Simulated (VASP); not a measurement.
# NiO (Fm-3m) in VASP: further runs

NiO is run at these levels: b88 exchange, pbe correlation, PBE exchange alone, r2SCAN0; tasks: single point, relaxation of cell and atoms.

Program: VASP 6.6.1. These are calculated values, not measurements. Logs are shortened: lines on timing, memory, paths and dates and some standing lists are left out, and cuts for length are marked.

### Step 1. The cell of the first run

It takes space group Fm-3m (No. 225, cubic). The conventional cell has a = 4.172 Å, b = 4.172 Å, c = 4.172 Å, α = 90.00°, β = 90.00°, γ = 90.00°. Within 2.8 Å of Ni (site symmetry m-3m) lie 6 O at 2.09 Å. Within 2.8 Å of O (site symmetry m-3m) lie 6 Ni at 2.09 Å.

### Step 2. Single point, b88 exchange, pbe correlation, collinear spin, ferromagnetic start

Input file INCAR:

```
SYSTEM = NiO
  PREC = Accurate
  ENCUT = 600
  EDIFF = 1E-6
  ISMEAR = -1
  SIGMA = 0.05
  LREAL = .False.
  LASPH = .True.
  NELM = 200
  ALGO = Normal
  ISIF = 2
  LWAVE = .False.
  LCHARG = .True.
  ISPIN = 2
  MAGMOM = 1 0
  LORBIT = 11
  LMAXMIX = 4
  GGA = LIBXC
  LIBXC1 = GGA_X_B88
  LIBXC2 = GGA_C_PBE
  LELF = .True.
  LVHAR = .True.
  NBANDS = 19
  GGA_COMPAT = .False.
```

Input file KPOINTS:

```
Automatic mesh
0
Gamma
  11 11 11
  0 0 0
```

Input file POSCAR:

```
NiO
1.0
    0.0000000000      2.0859016414      2.0859016414
    2.0859016414      0.0000000000      2.0859016414
    2.0859016414      2.0859016414      0.0000000000
Ni O
1 1
Direct
    0.0000000000      0.0000000000      0.0000000000
    0.5000000000      0.5000000000      0.5000000000
```

Potentials or basis: VASP PAW PBE potentials, release 64 (Ni, O).

Launch:

```
$ cat potpaw_PBE.64/Ni/POTCAR potpaw_PBE.64/O/POTCAR > POTCAR
$ mpirun -np 1 vasp_std > vasp.out
```

OUTCAR:

```text
SYSTEM = NiO
   PREC = Accurate
   ENCUT = 600
   EDIFF = 1E-6
   ISMEAR = -1
   LREAL = .False.
   LASPH = .True.
   NELM = 200
   ISIF = 2
   ISPIN = 2
   LORBIT = 11
   GGA = LIBXC

 ion  position               nearest neighbor table
   1  0.000  0.000  0.000-   2 2.09   2 2.09   2 2.09   2 2.09   2 2.09   2 2.09
   2  0.500  0.500  0.500-   1 2.09   1 2.09   1 2.09   1 2.09   1 2.09   1 2.09

  LATTYP: Found a face centered cubic cell.
 ALAT       =     4.1718032828

  Lattice vectors:

 A1 = (   0.0000000000,   2.0859016414,   2.0859016414)
 A2 = (   2.0859016414,   0.0000000000,   2.0859016414)
 A3 = (   2.0859016414,   2.0859016414,   0.0000000000)

Analysis of symmetry for initial positions (statically):
=====================================================================
 Subroutine PRICEL returns:
 Original cell was already a primitive cell.

 Routine SETGRP: Setting up the symmetry group for a
 face centered cubic supercell.

 Subroutine GETGRP returns: Found 48 space group operations
 (whereof 48 operations were pure point group operations)
 out of a pool of 48 trial point group operations.

The static configuration has the point symmetry O_h .

Analysis of symmetry for dynamics (positions and initial velocities):
=====================================================================
 Subroutine PRICEL returns:
 Original cell was already a primitive cell.

 Routine SETGRP: Setting up the symmetry group for a
 face centered cubic supercell.

 Subroutine GETGRP returns: Found 48 space group operations
 (whereof 48 operations were pure point group operations)
 out of a pool of 48 trial point group operations.

The dynamic configuration has the point symmetry O_h .

Analysis of structural, dynamic, and magnetic symmetry:
=====================================================================
 Subroutine PRICEL returns:
 Original cell was already a primitive cell.

 Routine SETGRP: Setting up the symmetry group for a
 face centered cubic supercell.

 Subroutine GETGRP returns: Found 48 space group operations
 (whereof 48 operations were pure point group operations)
 out of a pool of 48 trial point group operations.

The overall configuration has the point symmetry O_h .

 Subroutine INISYM returns: Found 48 space group operations
 (whereof 48 operations are pure point group operations),
 and found     1 'primitive' translations

----------------------------------------------------------------------------------------

[... 114 lines left out ...]
  Fermi-wavevector in a.u.,A,eV,Ry     =   1.569680  2.966264 33.523312  2.463894
  Thomas-Fermi vector in A             =   2.671526
   LORBIT       =     11    0 simple, 1 ext, 2 COOP (PROOUT), +10 PAW based schemes
   GGA     = LIBXC    functional components
   LHFCALC =     F    Hartree Fock is set to
   AEXX    =    0.0000 exact exchange contribution
   IVDW    =     0    specifies the selected vdW correction
   LEPSILON=     F    determine dielectric tensor
   LRPA    =     F    only Hartree local field effects (RPA)
 spin polarized calculation
  energy-cutoff  :      600.00
  volume of cell :       18.15
 maximum number of plane-waves:       620
   NGX = 11   NGY = 11   NGZ = 11

 number of electron      16.0000001 magnetization       1.6952116

 Free energy of the ion-electron system (eV)
  ---------------------------------------------------
  ext. energy  EPLUGINS =         0.00000000
  ---------------------------------------------------
  free energy    TOTEN  =       -11.24419973 eV

  energy without entropy =      -11.23284486  energy(sigma->0) =      -11.23852230

 E-fermi :   7.8787     XC(G=0): -12.7353

 val. band max:        7.8722813414   @ k =   0.4545   0.3636   0.0000
 cond. band min:       7.8872915364   @ k =  -0.4545   0.4545   0.0000
 fundamental gap:      0.0150101951
 Fermi energy:         7.8787065369

 spin component 1

 k-point     1 :       0.0000    0.0000    0.0000
  band No.  band energies     occupation
      1     -12.5153      1.00000
      2       4.7769      1.00000
      3       4.7769      1.00000
      4       4.8663      1.00000
      5       4.8663      1.00000
      6       4.8663      1.00000
[... 517 lines left out ...]
     18      38.8563      0.00000
     19      39.9959      0.00000

 [... further k-points ...]

 spin component 2

 k-point     1 :       0.0000    0.0000    0.0000
  band No.  band energies     occupation
      1     -12.0972      1.00000
      2       5.3540      1.00000
      3       5.3540      1.00000
      4       5.3540      1.00000
      5       6.0116      1.00000
      6       6.0118      1.00000
[... 517 lines left out ...]
     18      39.2664      0.00000
     19      40.2153      0.00000

 [... further k-points ...]

------------------------ aborting loop because EDIFF is reached ----------------------------------------

  FORCE on cell =-STRESS in cart. coord.  units (eV):
  Direction    XX          YY          ZZ          XY          YZ          ZX
  --------------------------------------------------------------------------------------
  -------------------------------------------------------------------------------------
  Total        0.5164195      0.5164195      0.5164195      0.0000000      0.0000000      0.0000000
  in kB       45.5828746     45.5828746     45.5828746      0.0000000      0.0000000      0.0000000
  external PRESSURE =      45.5828746 kB  Pullay stress =       0.0000000 kB

 VOLUME and BASIS-vectors are now :
 -----------------------------------------------------------------------------
  energy-cutoff  :      600.00
  volume of cell :       18.15
      direct lattice vectors                 reciprocal lattice vectors
     0.000000000  2.085901641  2.085901641    -0.239704495  0.239704495  0.239704495
     2.085901641  0.000000000  2.085901641     0.239704495 -0.239704495  0.239704495
     2.085901641  2.085901641  0.000000000     0.239704495  0.239704495 -0.239704495

 POSITION                                       TOTAL-FORCE (eV/Angst)
 -----------------------------------------------------------------------------------
      0.00000      0.00000      0.00000        -0.000000      0.000000     -0.000000
      2.08590      2.08590      2.08590         0.000000     -0.000000      0.000000
 -----------------------------------------------------------------------------------
    total drift:                                0.000000     -0.000000     -0.000000

  FREE ENERGIE OF THE ION-ELECTRON SYSTEM (eV)
  ---------------------------------------------------
  free  energy   TOTEN  =       -11.2441997324 eV

  energy  without entropy=      -11.2328448608  energy(sigma->0) =      -11.23852230

 total charge

# of ion       s       p       d       tot
------------------------------------------
    1        0.332   0.406   8.256   8.994
    2        1.551   3.426   0.000   4.977
--------------------------------------------------
tot          1.883   3.832   8.256  13.971

 magnetization (x)

# of ion       s       p       d       tot
------------------------------------------
    1        0.012   0.015   1.373   1.399
    2        0.028   0.226   0.000   0.254
--------------------------------------------------
tot          0.039   0.241   1.373   1.653
```

OSZICAR:

```text
N       E                     dE             d eps       ncg     rms          rms(c)
DAV:   1     0.970186499094E+02    0.97019E+02   -0.76801E+03  4451   0.118E+03
DAV:   2    -0.723126087718E+01   -0.10425E+03   -0.90469E+02  4389   0.259E+02
DAV:   3    -0.133183172116E+02   -0.60871E+01   -0.57288E+01  4859   0.622E+01
DAV:   4    -0.133763013379E+02   -0.57984E-01   -0.57906E-01  4749   0.590E+00
DAV:   5    -0.133771598467E+02   -0.85851E-03   -0.85843E-03  4857   0.715E-01    0.141E+01
DAV:   6    -0.125316281394E+02    0.84553E+00   -0.10381E+01  5618   0.567E+01    0.163E+01
DAV:   7    -0.112603085650E+02    0.12713E+01   -0.43948E+00  5431   0.469E+01    0.597E+00
DAV:   8    -0.112301290852E+02    0.30179E-01   -0.21324E-01  5529   0.814E+00    0.349E+00
DAV:   9    -0.112420933378E+02   -0.11964E-01   -0.38757E-02  6032   0.340E+00    0.112E+00
DAV:  10    -0.112441064107E+02   -0.20131E-02   -0.74618E-03  6059   0.102E+00    0.353E-01
DAV:  11    -0.112441489418E+02   -0.42531E-04   -0.52688E-04  6265   0.413E-01    0.146E-01
DAV:  12    -0.112442200974E+02   -0.71156E-04   -0.17378E-04  5535   0.194E-01    0.105E-01
DAV:  13    -0.112441937734E+02    0.26324E-04   -0.66670E-05  5723   0.176E-01    0.181E-02
DAV:  14    -0.112441975476E+02   -0.37742E-05   -0.98579E-06  4930   0.284E-02    0.119E-02
DAV:  15    -0.112441997403E+02   -0.21927E-05   -0.23413E-06  4083   0.388E-02    0.348E-03
DAV:  16    -0.112441997324E+02    0.79335E-08   -0.61020E-07  2414   0.942E-03
   1 F= -.11244200E+02 E0= -.11238522E+02  d E =-.113549E-01  mag=     1.6956
```

stdout:

```text
POSCAR found type information on POSCAR NiO
 POSCAR found :  2 types and       2 ions
 scaLAPACK will be used
 -----------------------------------------------------------------------------
|                                                                             |
|                                                                             |
|     You enforced a specific xc type in the INCAR file but a different       |
|     I HOPE YOU KNOW WHAT YOU ARE DOING!                                     |
|                                                                             |
 -----------------------------------------------------------------------------

 LDA part: xc-table for (None,None), standard interpolation
 POSCAR, INCAR and KPOINTS ok, starting setup
 FFT: planning ... GRIDC
 FFT: planning ... GRID_SOFT
 FFT: planning ... GRID
 WAVECAR not read
 entering main loop
```

Run time: 29 s. Hardware: 1 thread of Intel Xeon Platinum 8488C (Sapphire Rapids), shared host; peak memory 0.17 GiB.

Results:

```
Free energy                                           : -11.2442 eV
Pressure                                              : 4.6 GPa
Net moment                                            : 1.70 μB per cell
Site moments                                          : Ni +1.40; O +0.25 μB
Valence electrons inside the program's atomic spheres : Ni 8.99; O 4.98
```

Caveat: the cell stands under pressure; the PAW data sets were made with another functional, which shifts forces and pressure a little; a cell with one magnetic atom can't hold antiferromagnetic order, which such compounds often take; semilocal functionals often make such compounds metallic where correlation or magnetic order opens a gap, which also shifts bond lengths.

(Part 1 of 2 ends here.)
